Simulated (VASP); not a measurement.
# Sn (Fd-3m) in VASP: further runs

Sn is run at these levels: PBE; tasks: single point, relaxation of volume and atoms at fixed shape.

All numbers are computed with VASP 6.6.1; they aren't measurements. Logs are shortened: lines on timing, memory, paths and dates and some standing lists are left out, and cuts for length are marked.

### 1 The cell of the first run

Symmetry: Fd-3m, No. 227, cubic system. Conventional cell: a = 6.653 Å, b = 6.653 Å, c = 6.653 Å, α = 90.00°, β = 90.00°, γ = 90.00°. Sn (site symmetry -43m) has 4 Sn at 2.88 Å within 3.8 Å.

This isn't the form of Sn at room conditions, which is tetragonal (white tin).

### 2 Single point, PBE

Contents of INCAR:

```
ALGO = Normal ; EDIFF = 1E-7
ENCUT = 520 ; GGA = PE
ISIF = 2 ; ISMEAR = 0
LASPH = T ; LCHARG = F
LREAL = F ; LWAVE = F
NBANDS = 21 ; NELM = 80
PREC = Accurate ; SIGMA = 0.05
```

Contents of KPOINTS:

```
k-points
0
Gamma
  13 13 13
```

Contents of POSCAR:

```
Sn
1.0
    0.0000000000      3.3267437033      3.3267437033
    3.3267437033      0.0000000000      3.3267437033
    3.3267437033      3.3267437033      0.0000000000
Sn
2
Direct
    0.0000000000      0.0000000000      0.0000000000
    0.2500000000      0.2500000000      0.2500000000
```

Potentials or basis: VASP PAW PBE potentials, release 64 (Sn_d).

The run is started by

```
> cat potpaw_PBE.64/Sn_d/POTCAR > POTCAR
> mpirun -np 1 vasp_std > vasp.out
```

OUTCAR:

```text
EDIFF = 1E-7
   ENCUT = 520
   GGA = PE
   ISIF = 2
   ISMEAR = 0
   LASPH = T
   LREAL = F
   NELM = 80
   PREC = Accurate

 ion  position               nearest neighbor table
   1  0.000  0.000  0.000-   2 2.88   2 2.88   2 2.88   2 2.88
   2  0.250  0.250  0.250-   1 2.88   1 2.88   1 2.88   1 2.88

  LATTYP: Found a face centered cubic cell.
 ALAT       =     6.6534874066

  Lattice vectors:

 A1 = (   0.0000000000,   3.3267437033,   3.3267437033)
 A2 = (   3.3267437033,   0.0000000000,   3.3267437033)
 A3 = (   3.3267437033,   3.3267437033,   0.0000000000)

Analysis of symmetry for initial positions (statically):
=====================================================================
 Subroutine PRICEL returns:
 Original cell was already a primitive cell.

 Routine SETGRP: Setting up the symmetry group for a
 face centered cubic supercell.

 Subroutine GETGRP returns: Found 48 space group operations
 (whereof 24 operations were pure point group operations)
 out of a pool of 48 trial point group operations.

The static configuration has the point symmetry T_d .
 The point group associated with its full space group is O_h .

Analysis of symmetry for dynamics (positions and initial velocities):
=====================================================================
 Subroutine PRICEL returns:
 Original cell was already a primitive cell.

 Routine SETGRP: Setting up the symmetry group for a
 face centered cubic supercell.

 Subroutine GETGRP returns: Found 48 space group operations
 (whereof 24 operations were pure point group operations)
 out of a pool of 48 trial point group operations.

The dynamic configuration has the point symmetry T_d .
 The point group associated with its full space group is O_h .

 Subroutine INISYM returns: Found 48 space group operations
 (whereof 24 operations are pure point group operations),
 and found     1 'primitive' translations

----------------------------------------------------------------------------------------

                                     Primitive cell

  volume of cell :      73.6356

  direct lattice vectors                    reciprocal lattice vectors
     0.000000000  3.326743703  3.326743703    -0.150297121  0.150297121  0.150297121
     3.326743703  0.000000000  3.326743703     0.150297121 -0.150297121  0.150297121
     3.326743703  3.326743703  0.000000000     0.150297121  0.150297121 -0.150297121

  length of vectors
     4.704726064  4.704726064  4.704726064     0.260322249  0.260322249  0.260322249

  position of ions in fractional coordinates (direct lattice)
     0.000000000  0.000000000  0.000000000
     0.250000000  0.250000000  0.250000000

  ion indices of the primitive-cell ions
   primitive index   ion index
                 1           1
                 2           2

----------------------------------------------------------------------------------------

 KPOINTS: k-points

Automatic generation of k-mesh.
 Grid dimensions read from file:
 generate k-points for:   13   13   13

 Generating k-lattice:

  Cartesian coordinates                     Fractional coordinates (reciprocal lattice)
    -0.011561317  0.011561317  0.011561317     0.076923077  0.000000000  0.000000000
     0.011561317 -0.011561317  0.011561317     0.000000000  0.076923077  0.000000000
     0.011561317  0.011561317 -0.011561317     0.000000000  0.000000000  0.076923077

  Length of vectors
     0.020024788  0.020024788  0.020024788

  Shift w.r.t. Gamma in fractional coordinates (k-lattice)
     0.000000000  0.000000000  0.000000000

 Subroutine IBZKPT returns following result:
 ===========================================

 Found     84 irreducible k-points:

 Following reciprocal coordinates:
            Coordinates               Weight
  0.000000  0.000000  0.000000      1.000000
  0.076923  0.000000  0.000000      8.000000
  0.153846  0.000000  0.000000      8.000000
  0.230769  0.000000  0.000000      8.000000
  0.307692  0.000000  0.000000      8.000000
  0.384615  0.000000  0.000000      8.000000
[... 16 lines left out ...]
  0.384615  0.153846  0.000000     24.000000
  0.461538  0.153846  0.000000     24.000000
 [... further k-points ...]
   k-points           NKPTS =     84   k-points in BZ     NKDIM =     84   number of bands    NBANDS=     21
   number of dos      NEDOS =    301   number of ions     NIONS =      2
   total plane-waves  NPLWV =  46656
   dimension x,y,z NGX =    36 NGY =   36 NGZ =   36
   dimension x,y,z NGXF=    72 NGYF=   72 NGZF=   72
   ions per type =               2
   NGX,Y,Z   is equivalent  to a cutoff of  12.72, 12.72, 12.72 a.u.
   NGXF,Y,Z  is equivalent  to a cutoff of  25.44, 25.44, 25.44 a.u.
 SYSTEM =  unknown system
   PREC   = accura    normal or accurate (medium, high low for compatibility)
   ISTART =      0    job   : 0-new  1-cont  2-samecut
   ICHARG =      2    charge: 1-file 2-atom 10-const
   ISPIN  =      1    spin polarized calculation?
   LNONCOLLINEAR =      F non collinear calculations
   LSORBIT =      F    spin-orbit coupling
   LASPH  =      T    aspherical Exc in radial PAW
   ENCUT  =  520.0 eV  38.22 Ry    6.18 a.u.   8.75  8.75  8.75*2*pi/ulx,y,z
   NELM   =     80;   NELMIN=  2; NELMDL= -5     # of ELM steps
   EDIFF  = 0.1E-06   stopping-criterion for ELM
   LREAL  =      F    real-space projection
   EDIFFG = 0.1E-05   stopping-criterion for IOM
   NSW    =      0    number of steps for IOM
   IBRION =     -1    ionic relax: 0-MD 1-quasi-New 2-CG
   NFREE  =      0    steps in history (QN), initial steepest desc. (CG)
   ISIF   =      2    stress and relaxation
   ISYM   =      2    0-nonsym 1-usesym 2-fastsym
   POTIM  = 0.5000    time-step for ionic-motion
   TEBEG  =    0.0;   TEEND  =   0.0 temperature during run
   PSTRESS=    0.0 pullay stress
   NELECT =      28.0000    total number of electrons
   NUPDOWN=      -1.0000    fix difference up-down
   EMIN   =  10.00;   EMAX   =-10.00  energy-range for DOS
   EFERMI =   0.00;   METHOD = LEGACY
   ISMEAR =     0;   SIGMA  =   0.05  broadening in eV -4-tet -1-fermi 0-gaus
   EFERMI_NEDOS =   21; number of points for ismear=-14 and -15
   IALGO  =     38    algorithm
   IMIX   =      4    mixing-type and parameters
     AMIX     =   0.40;   BMIX     =  1.00
     AMIX_MAG =   1.60;   BMIX_MAG =  1.00
  volume/ion in A,a.u.               =      36.82       248.46
  Fermi-wavevector in a.u.,A,eV,Ry     =   1.186037  2.241285 19.139088  1.406683
  Thomas-Fermi vector in A             =   2.322218
   LORBIT       =      0    0 simple, 1 ext, 2 COOP (PROOUT), +10 PAW based schemes
   GGA     = PE    functional components
   LHFCALC =     F    Hartree Fock is set to
   AEXX    =    0.0000 exact exchange contribution
   IVDW    =     0    specifies the selected vdW correction
   LEPSILON=     F    determine dielectric tensor
   LRPA    =     F    only Hartree local field effects (RPA)
 non-spin polarized calculation
 Gauss-broadening in eV      SIGMA  =   0.05
  energy-cutoff  :      520.00
  volume of cell :       73.64
 maximum number of plane-waves:      2004
   NGX = 17   NGY = 17   NGZ = 17

 number of electron      28.0000007 magnetization

 Free energy of the ion-electron system (eV)
  ---------------------------------------------------
  ext. energy  EPLUGINS =         0.00000000
  ---------------------------------------------------
  free energy    TOTEN  =        -7.69307712 eV

  energy without entropy =       -7.69266416  energy(sigma->0) =       -7.69287064

 E-fermi :   4.8580     XC(G=0):  -8.5530

 val. band max:        4.8505501242   @ k =  -0.0769   0.0769   0.0000
 cond. band min:       4.8580833518   @ k =   0.0769   0.0000   0.0000
 fundamental gap:      0.0075332276
 Fermi energy:         4.8579897921

 k-point     1 :       0.0000    0.0000    0.0000
  band No.  band energies     occupation
      1     -16.6738      2.00000
      2     -16.6738      2.00000
      3     -16.6738      2.00000
      4     -16.6238      2.00000
      5     -16.6238      2.00000
      6     -16.3710      2.00000
[... 13 lines left out ...]
     20      12.6640      0.00000
     21      12.6640      0.00000

 k-point     2 :       0.0769    0.0000    0.0000
  band No.  band energies     occupation
      1     -16.6776      2.00000
      2     -16.6776      2.00000
      3     -16.6725      2.00000
      4     -16.6186      2.00000
      5     -16.6186      2.00000
      6     -16.3834      2.00000
[... 13 lines left out ...]
     20      12.1915      0.00000
     21      12.1915      0.00000

 k-point     3 :       0.1538    0.0000    0.0000
  band No.  band energies     occupation
      1     -16.6854      2.00000
      2     -16.6854      2.00000
      3     -16.6690      2.00000
      4     -16.6071      2.00000
      5     -16.6071      2.00000
      6     -16.3964      2.00000
[... 13 lines left out ...]
     20      11.7688      0.00000
     21      11.7688      0.00000

 k-point     4 :       0.2308    0.0000    0.0000
  band No.  band energies     occupation
      1     -16.6929      2.00000
      2     -16.6929      2.00000
      3     -16.6640      2.00000
      4     -16.5948      2.00000
      5     -16.5948      2.00000
      6     -16.4078      2.00000
[... 13 lines left out ...]
     20      11.6548      0.00000
     21      11.6548      0.00000

 k-point     5 :       0.3077    0.0000    0.0000
  band No.  band energies     occupation
      1     -16.6984      2.00000
      2     -16.6984      2.00000
      3     -16.6585      2.00000
      4     -16.5847      2.00000
      5     -16.5847      2.00000
      6     -16.4163      2.00000
[... 13 lines left out ...]
     20      11.9197      0.00000
     21      11.9197      0.00000
[... 382 lines left out ...]
     20      11.7724      0.00000
     21      12.8140      0.00000

 k-point    22 :       0.3077    0.1538    0.0000
  band No.  band energies     occupation
      1     -16.7046      2.00000
      2     -16.6962      2.00000
      3     -16.6613      2.00000
      4     -16.5878      2.00000
      5     -16.5606      2.00000
      6     -16.4576      2.00000
[... 13 lines left out ...]
     20      12.2436      0.00000
     21      12.8640      0.00000

 k-point    23 :       0.3846    0.1538    0.0000
  band No.  band energies     occupation
      1     -16.7132      2.00000
      2     -16.7016      2.00000
      3     -16.6479      2.00000
      4     -16.5765      2.00000
      5     -16.5529      2.00000
      6     -16.4633      2.00000
[... 13 lines left out ...]
     20      12.4386      0.00000
     21      13.2672      0.00000

 k-point    24 :       0.4615    0.1538    0.0000
  band No.  band energies     occupation
      1     -16.7188      2.00000
      2     -16.7057      2.00000
      3     -16.6357      2.00000
      4     -16.5666      2.00000
      5     -16.5524      2.00000
      6     -16.4606      2.00000
[... 13 lines left out ...]
     20      13.3725      0.00000
     21      13.7279      0.00000

 [... further k-points ...]

------------------------ aborting loop because EDIFF is reached ----------------------------------------

  FORCE on cell =-STRESS in cart. coord.  units (eV):
  Direction    XX          YY          ZZ          XY          YZ          ZX
  --------------------------------------------------------------------------------------
  -------------------------------------------------------------------------------------
  Total       -0.0085351     -0.0085351     -0.0085351      0.0000000      0.0000000      0.0000000
  in kB       -0.1857087     -0.1857087     -0.1857087      0.0000000      0.0000000      0.0000000
  external PRESSURE =      -0.1857087 kB  Pullay stress =       0.0000000 kB

 VOLUME and BASIS-vectors are now :
 -----------------------------------------------------------------------------
  energy-cutoff  :      520.00
  volume of cell :       73.64
      direct lattice vectors                 reciprocal lattice vectors
     0.000000000  3.326743703  3.326743703    -0.150297121  0.150297121  0.150297121
     3.326743703  0.000000000  3.326743703     0.150297121 -0.150297121  0.150297121
     3.326743703  3.326743703  0.000000000     0.150297121  0.150297121 -0.150297121

 POSITION                                       TOTAL-FORCE (eV/Angst)
 -----------------------------------------------------------------------------------
      0.00000      0.00000      0.00000        -0.000000     -0.000000     -0.000000
      1.66337      1.66337      1.66337         0.000000      0.000000      0.000000
 -----------------------------------------------------------------------------------
    total drift:                                0.000000      0.000000      0.000000

  FREE ENERGIE OF THE ION-ELECTRON SYSTEM (eV)
  ---------------------------------------------------
  free  energy   TOTEN  =        -7.6930771152 eV

  energy  without entropy=       -7.6926641629  energy(sigma->0) =       -7.69287064
```

It took 2.9 min on 1 thread of Intel Xeon 8259CL, shared host; peak memory 0.26 GiB.

What came out:

```yaml
Free_energy: -7.6931 eV
Pressure: 0.0 GPa
Band_gap_on_the_k_mesh: zero (bands 14 and 15 overlap by 0.22 eV)
```

Caveat: spin-orbit coupling is left out, which moves the levels of the heavy elements.

### 3 Relaxation of volume and atoms at fixed shape, PBE

This run uses another cell than the first one, of 33.80 Å³/atom.

Contents of INCAR:

```
  PREC = Accurate
  ENCUT = 600
  EDIFF = 1E-6
  ISMEAR = 0
  SIGMA = 0.05
  LREAL = False
  LASPH = True
  NELM = 100
  ALGO = Normal
  ISIF = 8
  LWAVE = False
  LCHARG = False
  GGA = PE
  IBRION = 2
  NSW = 60
  EDIFFG = -0.03
```

Contents of KPOINTS:

```
Automatic mesh
0
Gamma
  13 13 13
```

Contents of POSCAR:

```
Sn
1.0
    0.0000000000      3.2333430000      3.2333430000
    3.2333430000      0.0000000000      3.2333430000
    3.2333430000      3.2333430000      0.0000000000
Sn
2
Direct
    0.0000000000      0.0000000000      0.0000000000
    0.2500000000      0.2500000000      0.2500000000
```

Potentials or basis: VASP PAW PBE potentials, release 64 (Sn_d).

The run is started by

```
> cat potpaw_PBE.64/Sn_d/POTCAR > POTCAR
> mpirun -np 1 vasp_std > vasp.out
```

It took 8.7 min on 1 thread of Intel Xeon 8259CL, shared host; peak memory 0.31 GiB.

It converged, with:

```yaml
Free_energy: -7.6923 eV
Relaxed_volume: 36.80 Å³/atom
Relaxed_cell: a = 4.704 Å, b = 4.704 Å, c = 4.704 Å, α = 60.00°, β = 60.00°, γ = 60.00°
Space_group_after_relaxing_to_0.1_Å: Fd-3m (No. 227)
Energy_gained_by_relaxing: 32.5 meV/atom
Ionic_steps: 3
Pressure_after_relaxing: 0.0 GPa
Band_gap_on_the_k_mesh: zero (bands 14 and 15 overlap by 0.22 eV)
```

The path:
| step | energy change (eV) | largest force (eV/Å) | pressure (GPa) | volume (Å³) |
| --- | --- | --- | --- | --- |
| 1 | 0.0000 | 0.0000 | 3.76 | 67.61 |
| 2 | -0.0589 | 0.0000 | -0.93 | 75.67 |
| 3 | -0.0650 | 0.0000 | -0.01 | 73.59 |

Final structure:
```
CELL_PARAMETERS angstrom
0.00000 3.32613 3.32613
3.32613 0.00000 3.32613
3.32613 3.32613 0.00000
ATOMIC_POSITIONS crystal
Sn 0.00000 0.00000 0.00000
Sn 0.25000 0.25000 0.25000
```

Levels at points of the mesh, in eV from the Fermi level:
```
           k point  band 12  band 13  band 14  band 15  band 16  band 17
(0.00, 0.00, 0.00)    -1.12     0.11     0.11     0.11     2.17     2.17
```

Caveat: spin-orbit coupling is left out, which moves the levels of the heavy elements.
